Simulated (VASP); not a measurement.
Crystal: Al.

```
CELL_PARAMETERS angstrom
0.00000 2.02500 2.02500
2.02500 0.00000 2.02500
2.02500 2.02500 0.00000
ATOMIC_POSITIONS crystal
Al 0.00000 0.00000 0.00000
```

```yaml
Program: VASP 6.6.1
Task: relaxation of cell and atoms
Functional: LDA
Potentials_or_basis: VASP PAW LDA potentials, release 64 (Al)
Cutoff: 500 eV
k_mesh: 11 × 11 × 11
Occupations: fermi-dirac, width 0.1 eV
Spin: no spin polarisation
```

At the start: pressure -3.6 GPa; volume 16.61 Å³/atom.

Task: How do energy, volume and symmetry change on relaxing?

Result: Over 3 steps the energy falls by 9.0 meV/atom and the volume is 15.84 Å³/atom (-4.6 %); space group Fm-3m (No. 225, to 0.1 Å) before and after.

The path:
| step | energy change (eV) | largest force (eV/Å) | pressure (GPa) | volume (Å³) |
| --- | --- | --- | --- | --- |
| 1 | 0.0000 | 0.0000 | -3.60 | 16.61 |
| 2 | -0.0087 | 0.0000 | 0.65 | 15.73 |
| 3 | -0.0090 | 0.0000 | 0.01 | 15.84 |

Final structure:
```xyz
1
Lattice="0.0000 1.9934 1.9934 1.9934 0.0000 1.9934 1.9934 1.9934 0.0000" Properties=species:S:1:pos:R:3 pbc="T T T"
Al    0.0000    0.0000    0.0000
```
